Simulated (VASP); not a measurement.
# Si3B (Pmmn) in VASP: notebook

The runs below take Si3B through single point, with PBE.

Everything below comes from runs of VASP 6.6.1. Logs are shortened: lines on timing, memory, paths and dates and some standing lists are left out, and cuts for length are marked.

**1. The cell of the first run**

Symmetry: Pmmn, No. 59, orthorhombic system. Conventional cell: a = 3.197 Å, b = 6.971 Å, c = 5.106 Å, α = 90.00°, β = 90.00°, γ = 90.00°. Within 2.5 Å of Si (site symmetry m) lie 1 B at 1.92 Å and 3 Si at 2.28 to 2.32 Å. Within 2.6 Å of Si (site symmetry mm2) lie 2 B at 1.94 Å and 2 Si at 2.28 Å. B (site symmetry mm2) has 4 Si at 1.92 to 1.94 Å within 2.5 Å.

**2. Single point, PBE (14.22 Å³/atom)**

The input, INCAR:

```
  PREC = Accurate
  ENCUT = 520
  EDIFF = 1E-7
  ISMEAR = 0
  SIGMA = 0.1
  LREAL = F
  LASPH = T
  NELM = 60
  ALGO = Normal
  ISIF = 2
  LWAVE = F
  LCHARG = T
  GGA = PE
  LELF = T
  LVHAR = T
  NBANDS = 25
```

The input, KPOINTS:

```
regular mesh
0
Gamma
  10 4 6
```

The input, POSCAR:

```
Si3B
1.0
    3.1968978444      0.0000000000      0.0000000000
    0.0000000000      6.9705262641      0.0000000000
    0.0000000000      0.0000000000      5.1063990997
Si B
6 2
Direct
    0.5000000000      0.7337497243      0.1626521013
    0.5000000000      0.2662502757      0.1626521013
    0.0000000000      0.7662502757      0.8373478987
    0.0000000000      0.2337497243      0.8373478987
    0.0000000000      0.5000000000      0.5764872226
    0.5000000000      0.0000000000      0.4235127774
    0.5000000000      0.5000000000      0.3607924507
    0.0000000000      0.0000000000      0.6392075493
```

Potentials or basis: VASP PAW PBE potentials, release 64 (Si, B).

Launch:

```
$ cat potpaw_PBE.64/Si/POTCAR potpaw_PBE.64/B/POTCAR > POTCAR
$ mpirun -np 1 vasp_std > vasp.out
```

OUTCAR:

```text
PREC = Accurate
   ENCUT = 520
   EDIFF = 1E-7
   ISMEAR = 0
   LREAL = F
   LASPH = T
   NELM = 60
   ISIF = 2
   GGA = PE

 ion  position               nearest neighbor table
   1  0.500  0.734  0.163-   7 1.92   6 2.28   3 2.32   3 2.32   5 3.11   5 3.11
   2  0.500  0.266  0.163-   7 1.92   6 2.28   4 2.32   4 2.32   5 3.11   5 3.11
   3  0.000  0.766  0.837-   8 1.92   5 2.28   1 2.32   1 2.32   6 3.11   6 3.11
   4  0.000  0.234  0.837-   8 1.92   5 2.28   2 2.32   2 2.32   6 3.11   6 3.11
   5  0.000  0.500  0.576-   7 1.94   7 1.94   3 2.28   4 2.28   1 3.11   1 3.11   2 3.11   2 3.11

   6  0.500  0.000  0.424-   8 1.94   8 1.94   1 2.28   2 2.28   3 3.11   3 3.11   4 3.11   4 3.11

   7  0.500  0.500  0.361-   1 1.92   2 1.92   5 1.94   5 1.94
   8  0.000  0.000  0.639-   3 1.92   4 1.92   6 1.94   6 1.94

  LATTYP: Found a simple orthorhombic cell.
 ALAT       =     3.1968978444
 B/A-ratio  =     1.5972981772
 C/A-ratio  =     2.1804031919

  Lattice vectors:

 A1 = (  -3.1968978444,   0.0000000000,   0.0000000000)
 A2 = (   0.0000000000,   0.0000000000,   5.1063990997)
 A3 = (   0.0000000000,   6.9705262641,   0.0000000000)

Analysis of symmetry for initial positions (statically):
=====================================================================
 Subroutine PRICEL returns:
 Original cell was already a primitive cell.

 Routine SETGRP: Setting up the symmetry group for a
 simple orthorhombic supercell.

 Subroutine GETGRP returns: Found  8 space group operations
 (whereof  4 operations were pure point group operations)
 out of a pool of  8 trial point group operations.

The static configuration has the point symmetry C_2v.
 The point group associated with its full space group is D_2h.

Analysis of symmetry for dynamics (positions and initial velocities):
=====================================================================
 Subroutine PRICEL returns:
 Original cell was already a primitive cell.

 Routine SETGRP: Setting up the symmetry group for a
 simple orthorhombic supercell.

 Subroutine GETGRP returns: Found  8 space group operations
 (whereof  4 operations were pure point group operations)
 out of a pool of  8 trial point group operations.

The dynamic configuration has the point symmetry C_2v.
 The point group associated with its full space group is D_2h.

 Subroutine INISYM returns: Found  8 space group operations
 (whereof  4 operations are pure point group operations),
 and found     1 'primitive' translations

----------------------------------------------------------------------------------------

                                     Primitive cell

  volume of cell :     113.7913

  direct lattice vectors                    reciprocal lattice vectors
     3.196897844  0.000000000  0.000000000     0.312803239  0.000000000  0.000000000
     0.000000000  6.970526264  0.000000000     0.000000000  0.143461191  0.000000000
     0.000000000  0.000000000  5.106399100     0.000000000  0.000000000  0.195832715

  length of vectors
     3.196897844  6.970526264  5.106399100     0.312803239  0.143461191  0.195832715

  position of ions in fractional coordinates (direct lattice)
     0.500000000  0.733749724  0.162652101
     0.500000000  0.266250276  0.162652101
     0.000000000  0.766250276  0.837347899
     0.000000000  0.233749724  0.837347899
     0.000000000  0.500000000  0.576487223
     0.500000000  0.000000000  0.423512777
     0.500000000  0.500000000  0.360792451
     0.000000000  0.000000000  0.639207549

  ion indices of the primitive-cell ions
   primitive index   ion index
                 1           1
                 2           2
                 3           3
                 4           4
                 5           5
                 6           6
                 7           7
                 8           8

----------------------------------------------------------------------------------------

 KPOINTS: regular mesh

Automatic generation of k-mesh.
 Grid dimensions read from file:
 generate k-points for:   10    4    6

 Generating k-lattice:

  Cartesian coordinates                     Fractional coordinates (reciprocal lattice)
     0.031280324  0.000000000  0.000000000     0.100000000  0.000000000  0.000000000
     0.000000000  0.035865298  0.000000000     0.000000000  0.250000000  0.000000000
     0.000000000  0.000000000  0.032638786     0.000000000  0.000000000  0.166666667

  Length of vectors
     0.031280324  0.035865298  0.032638786

  Shift w.r.t. Gamma in fractional coordinates (k-lattice)
     0.000000000  0.000000000  0.000000000

 Subroutine IBZKPT returns following result:
 ===========================================

 Found     72 irreducible k-points:

 Following reciprocal coordinates:
            Coordinates               Weight
  0.000000  0.000000  0.000000      1.000000
  0.100000  0.000000  0.000000      2.000000
  0.200000  0.000000  0.000000      2.000000
[... 38 lines left out ...]
   EMIN   =  10.00;   EMAX   =-10.00  energy-range for DOS
   EFERMI =   0.00;   METHOD = LEGACY
   ISMEAR =     0;   SIGMA  =   0.10  broadening in eV -4-tet -1-fermi 0-gaus
   EFERMI_NEDOS =   21; number of points for ismear=-14 and -15
   IALGO  =     38    algorithm
   IMIX   =      4    mixing-type and parameters
     AMIX     =   0.40;   BMIX     =  1.00
     AMIX_MAG =   1.60;   BMIX_MAG =  1.00
  volume/ion in A,a.u.               =      14.22        95.99
  Fermi-wavevector in a.u.,A,eV,Ry     =   1.049733  1.983708 14.992798  1.101940
  Thomas-Fermi vector in A             =   2.184708
   LORBIT       =      0    0 simple, 1 ext, 2 COOP (PROOUT), +10 PAW based schemes
   GGA     = PE    functional components
   LHFCALC =     F    Hartree Fock is set to
   AEXX    =    0.0000 exact exchange contribution
   IVDW    =     0    specifies the selected vdW correction
   LEPSILON=     F    determine dielectric tensor
   LRPA    =     F    only Hartree local field effects (RPA)
 non-spin polarized calculation
 Gauss-broadening in eV      SIGMA  =   0.10
  energy-cutoff  :      520.00
  volume of cell :      113.79
 maximum number of plane-waves:      3092
 NGX is ok and might be reduce to    24
   NGX = 11   NGY = 25   NGZ = 19

 number of electron      30.0000001 magnetization

 Free energy of the ion-electron system (eV)
  ---------------------------------------------------
  ext. energy  EPLUGINS =         0.00000000
  ---------------------------------------------------
  free energy    TOTEN  =       -43.93246162 eV

  energy without entropy =      -43.92445317  energy(sigma->0) =      -43.92845739

 E-fermi :   7.0322     XC(G=0): -10.4475

 val. band max:        7.0112315896   @ k =   0.0000   0.2500   0.3333
 cond. band min:       7.0792679976   @ k =   0.3000   0.2500   0.3333
 fundamental gap:      0.0680364080
 Fermi energy:         7.0321539253

 k-point     1 :       0.0000    0.0000    0.0000
  band No.  band energies     occupation
      1      -5.8426      2.00000
      2      -3.4209      2.00000
      3      -3.1755      2.00000
      4      -0.9103      2.00000
      5      -0.7836      2.00000
      6       1.6482      2.00000
[... 17 lines left out ...]
     24      13.6016      0.00000
     25      14.4193      0.00000

 k-point     2 :       0.1000    0.0000    0.0000
  band No.  band energies     occupation
      1      -5.7121      2.00000
      2      -3.2873      2.00000
      3      -3.0535      2.00000
      4      -0.7800      2.00000
      5      -0.7106      2.00000
      6       1.7181      2.00000
[... 17 lines left out ...]
     24      13.0783      0.00000
     25      13.8065      0.00000

 k-point     3 :       0.2000    0.0000    0.0000
  band No.  band energies     occupation
      1      -5.3230      2.00000
      2      -2.8884      2.00000
      3      -2.6898      2.00000
      4      -0.5639      2.00000
      5      -0.3903      2.00000
      6       1.8624      2.00000
[... 552 lines left out ...]
 k-point    23 :       0.4000    0.0000    0.1667
  band No.  band energies     occupation
      1      -3.6820      2.00000
      2      -1.7087      2.00000
      3      -1.2293      2.00000
      4      -1.1119      2.00000
      5       0.4978      2.00000
      6       0.8922      2.00000
[... 17 lines left out ...]
     24      12.4710      0.00000
     25      13.2740      0.00000

 k-point    24 :       0.5000    0.0000    0.1667
  band No.  band energies     occupation
      1      -2.6430      2.00000
      2      -2.6430      2.00000
      3      -0.1821      2.00000
      4      -0.1821      2.00000
      5      -0.1550      2.00000
      6      -0.1550      2.00000
[... 17 lines left out ...]
     24      12.5491      0.00000
     25      13.1739      0.00000

 [... further k-points ...]
[... 5 lines left out ...]
  --------------------------------------------------------------------------------------
  -------------------------------------------------------------------------------------
  Total       12.1395262     12.1181823     12.1152399      0.0000000      0.0000000      0.0000000
  in kB      170.9240752    170.6235533    170.5821251      0.0000000      0.0000000      0.0000000
  external PRESSURE =     170.7099179 kB  Pullay stress =       0.0000000 kB

 VOLUME and BASIS-vectors are now :
 -----------------------------------------------------------------------------
  energy-cutoff  :      520.00
  volume of cell :      113.79
      direct lattice vectors                 reciprocal lattice vectors
     3.196897844  0.000000000  0.000000000     0.312803239  0.000000000  0.000000000
     0.000000000  6.970526264  0.000000000     0.000000000  0.143461191  0.000000000
     0.000000000  0.000000000  5.106399100     0.000000000  0.000000000  0.195832715

 POSITION                                       TOTAL-FORCE (eV/Angst)
 -----------------------------------------------------------------------------------
      1.59845      5.11462      0.83057         0.000000      0.009339     -0.005982
      1.59845      1.85590      0.83057         0.000000     -0.009339     -0.005982
      0.00000      5.34117      4.27583         0.000000     -0.009339      0.005982
      0.00000      1.62936      4.27583         0.000000      0.009339      0.005982
      0.00000      3.48526      2.94377         0.000000      0.000000      0.009341
      1.59845      0.00000      2.16263         0.000000      0.000000     -0.009341
      1.59845      3.48526      1.84235         0.000000      0.000000      0.001276
      0.00000      0.00000      3.26405         0.000000      0.000000     -0.001276
 -----------------------------------------------------------------------------------
    total drift:                               -0.000000      0.000000      0.000000

  FREE ENERGIE OF THE ION-ELECTRON SYSTEM (eV)
  ---------------------------------------------------
  free  energy   TOTEN  =       -43.9324616167 eV

  energy  without entropy=      -43.9244531730  energy(sigma->0) =      -43.92845739
```

Run time: 2.9 min. Hardware: 1 thread of Intel Xeon Platinum 8488C (Sapphire Rapids), shared host; peak memory 0.31 GiB.

Results:

```yaml
Free_energy: -43.9325 eV
Pressure: 17.1 GPa
Largest_force: 0.011 eV/Å
Band_gap_on_the_k_mesh: zero (bands 15 and 16 overlap by 4.73 eV)
```

Forces in eV/Å, atoms in the order of the input:
```
Si   0.000  0.009 -0.006
Si   0.000 -0.009 -0.006
Si   0.000 -0.009  0.006
Si   0.000  0.009  0.006
Si   0.000  0.000  0.009
Si   0.000  0.000 -0.009
B    0.000  0.000  0.001
B    0.000  0.000 -0.001
```

Levels at points of the mesh, in eV from the Fermi level:
```csv
k point,band 12,band 13,band 14,band 15,band 16,band 17,band 18,band 19,band 20,band 21
"(0.00, 0.00, 0.00)",-0.13,0.77,1.02,1.32,1.77,2.76,3.05,3.80,4.17,4.83
"(0.50, 0.00, 0.00)",-2.71,-2.49,-2.49,-0.43,-0.43,0.84,0.84,1.86,1.86,4.22
"(0.00, 0.50, 0.00)",-1.05,-0.83,-0.83,2.43,2.43,3.63,3.63,4.83,4.83,5.36
"(0.50, 0.50, 0.00)",-3.22,-2.38,-2.38,-2.30,-2.30,2.37,2.37,3.21,3.21,3.82
"(0.00, 0.00, 0.50)",-0.58,-0.49,-0.26,1.41,2.03,2.17,3.27,3.37,3.63,4.81
"(0.50, 0.00, 0.50)",-3.59,-0.52,-0.52,-0.37,-0.37,3.20,3.20,4.43,4.43,4.58
"(0.00, 0.50, 0.50)",-1.07,-0.52,-0.52,1.58,1.58,4.31,4.31,4.61,4.61,4.94
"(0.50, 0.50, 0.50)",-2.86,-1.69,-1.69,-1.60,-1.60,3.68,3.68,4.06,4.06,4.11
```

Caveat: the cell stands under pressure.

**3. Single point, PBE (15.68 Å³/atom)**

This run uses another cell than the first one, of 15.68 Å³/atom.

The input, INCAR:

```
PREC = Accurate
ENCUT = 520
EDIFF = 1E-7
ISMEAR = 0
SIGMA = 0.1
LREAL = False
LASPH = True
NELM = 100
ALGO = Normal
ISIF = 2
LWAVE = False
LCHARG = True
GGA = PE
LELF = True
LVHAR = True
NBANDS = 25
```

The input, KPOINTS:

```
Automatic mesh
0
Gamma
  10 4 6
```

The input, POSCAR:

```
Si3B
1.0
    3.3402729203      0.0000000000      0.0000000000
    0.0000000000      7.1796739347      0.0000000000
    0.0000000000      0.0000000000      5.2301177879
Si B
6 2
Direct
    0.5000000000      0.7340123111      0.1618333578
    0.5000000000      0.2659876889      0.1618333578
    0.0000000000      0.7659876889      0.8381666422
    0.0000000000      0.2340123111      0.8381666422
    0.0000000000      0.5000000000      0.5740320029
    0.5000000000      0.0000000000      0.4259679971
    0.5000000000      0.5000000000      0.3612178732
    0.0000000000      0.0000000000      0.6387821268
```

Potentials or basis: VASP PAW PBE potentials, release 64 (Si, B).

Launch:

```
$ cat potpaw_PBE.64/Si/POTCAR potpaw_PBE.64/B/POTCAR > POTCAR
$ mpirun -np 1 vasp_std > vasp.out
```

Wall time 3.4 min (1 thread of Intel Xeon Platinum 8488C (Sapphire Rapids), shared host); peak memory 0.33 GiB.

The run converged. Its results:

```yaml
Free_energy: -44.6383 eV
Pressure: 3.3 GPa
Largest_force: 0.015 eV/Å
Band_gap_on_the_k_mesh: zero (bands 15 and 16 overlap by 4.14 eV)
```

Forces in eV/Å, atoms in the order of the input:
```
Si   0.000  0.012 -0.009
Si   0.000 -0.012 -0.009
Si   0.000 -0.012  0.009
Si   0.000  0.012  0.009
Si   0.000  0.000  0.005
Si   0.000  0.000 -0.005
B    0.000  0.000  0.010
B    0.000  0.000 -0.010
```

Levels at points of the mesh, in eV from the Fermi level:
```csv
k point,band 12,band 13,band 14,band 15,band 16,band 17,band 18,band 19,band 20,band 21
"(0.00, 0.00, 0.00)",-0.31,0.75,1.00,1.34,1.48,2.35,2.84,3.75,3.99,4.67
"(0.50, 0.00, 0.00)",-2.49,-2.26,-2.26,-0.44,-0.44,0.93,0.93,2.02,2.02,4.02
"(0.00, 0.50, 0.00)",-0.99,-0.88,-0.88,2.01,2.01,3.39,3.39,4.74,4.74,5.17
"(0.50, 0.50, 0.00)",-2.89,-2.17,-2.17,-2.13,-2.13,2.34,2.34,3.19,3.19,3.83
"(0.00, 0.00, 0.50)",-0.52,-0.44,-0.36,1.05,1.58,2.22,3.16,3.18,3.45,4.63
"(0.50, 0.00, 0.50)",-3.24,-0.43,-0.43,-0.39,-0.39,2.92,2.92,4.35,4.35,4.44
"(0.00, 0.50, 0.50)",-0.95,-0.67,-0.67,1.19,1.19,4.14,4.14,4.54,4.54,4.70
"(0.50, 0.50, 0.50)",-2.76,-1.50,-1.50,-1.45,-1.45,3.65,3.65,3.91,3.91,4.13
```

Caveat: the cell stands under pressure.

**4. Single point, PBE**

This run uses another cell than the first one, of 16.16 Å³/atom.

The input, INCAR:

```
  PREC = Accurate
  ENCUT = 520
  EDIFF = 1E-6
  ISMEAR = 0
  SIGMA = 0.1
  LREAL = F
  LASPH = T
  NELM = 100
  ALGO = Normal
  ISIF = 2
  LWAVE = F
  LCHARG = T
  GGA = PE
  LELF = T
  LVHAR = T
  NBANDS = 25
```

KPOINTS is that of step 3.

The input, POSCAR:

```
Si3B
1.0
    3.3838471108      0.0000000000      0.0000000000
    0.0000000000      7.2467161865      0.0000000000
    0.0000000000      0.0000000000      5.2732021947
Si B
6 2
Direct
    0.5000000000      0.7340477034      0.1616621902
    0.5000000000      0.2659522966      0.1616621902
    0.0000000000      0.7659522966      0.8383378098
    0.0000000000      0.2340477034      0.8383378098
    0.0000000000      0.5000000000      0.5733511545
    0.5000000000      0.0000000000      0.4266488455
    0.5000000000      0.5000000000      0.3613615472
    0.0000000000      0.0000000000      0.6386384528
```

Launch:

```
$ cat potpaw_PBE.64/Si/POTCAR potpaw_PBE.64/B/POTCAR > POTCAR
$ mpirun -np 1 vasp_std > vasp.out
```

It took 3.1 min on 1 thread of Intel Xeon Platinum 8488C (Sapphire Rapids), shared host; peak memory 0.33 GiB.

Results (log left out):

| Item | Value |
| --- | --- |
| Free energy | -44.6773 eV |
| Pressure | -0.1 GPa |
| Largest force | 0.011 eV/Å |
| Band gap on the k mesh | zero (bands 15 and 16 overlap by 3.98 eV) |

Forces in eV/Å, atoms in the order of the input:
```
Si   0.000  0.009 -0.007
Si   0.000 -0.009 -0.007
Si   0.000 -0.009  0.007
Si   0.000  0.009  0.007
Si   0.000  0.000  0.008
Si   0.000  0.000 -0.008
B    0.000  0.000  0.002
B    0.000  0.000 -0.002
```

Levels at points of the mesh, in eV from the Fermi level:
```
           k point  band 14  band 15  band 16  band 17  band 18  band 19
(0.00, 0.00, 0.00)     0.98     1.24     1.53     2.24     2.79     3.72
(0.50, 0.00, 0.00)    -2.19    -0.44    -0.44     0.95     0.95     2.06
(0.00, 0.50, 0.00)    -0.83     1.90     1.90     3.33     3.33     4.70
(0.50, 0.50, 0.00)    -2.10    -2.08    -2.08     2.32     2.32     3.17
(0.00, 0.00, 0.50)    -0.33     0.96     1.47     2.24     3.11     3.11
(0.50, 0.00, 0.50)    -0.40    -0.39    -0.39     2.80     2.80     4.32
(0.00, 0.50, 0.50)    -0.70     1.10     1.10     4.07     4.07     4.51
(0.50, 0.50, 0.50)    -1.44    -1.40    -1.40     3.62     3.62     3.83
```

**5. The runs side by side**

```tsv
cell	gap on the mesh (eV)	pressure (GPa)	largest force (eV/Å)
a = 3.197, b = 6.971, c = 5.106 Å, 8 atoms, atomic positions A	none	17.1	0.01
a = 3.340, b = 7.180, c = 5.230 Å, 8 atoms, atomic positions B	none	3.3	0.02
a = 3.384, b = 7.247, c = 5.273 Å, 8 atoms, atomic positions C	none	-0.1	0.01
```

Alike in all rows: task single point; level PBE; potentials or basis VASP PAW PBE potentials, release 64 (Si, B); no spin polarisation; k mesh 10 × 4 × 6; cutoff (eV) 520; smearing gaussian 0.1 eV.

Caveats: the cell stands under pressure (at least some runs).

Total energies depend on the potentials used, so only differences within one code and one set of settings carry meaning.

The gap in the log of VASP goes by the Fermi energy; the results here count the filled bands.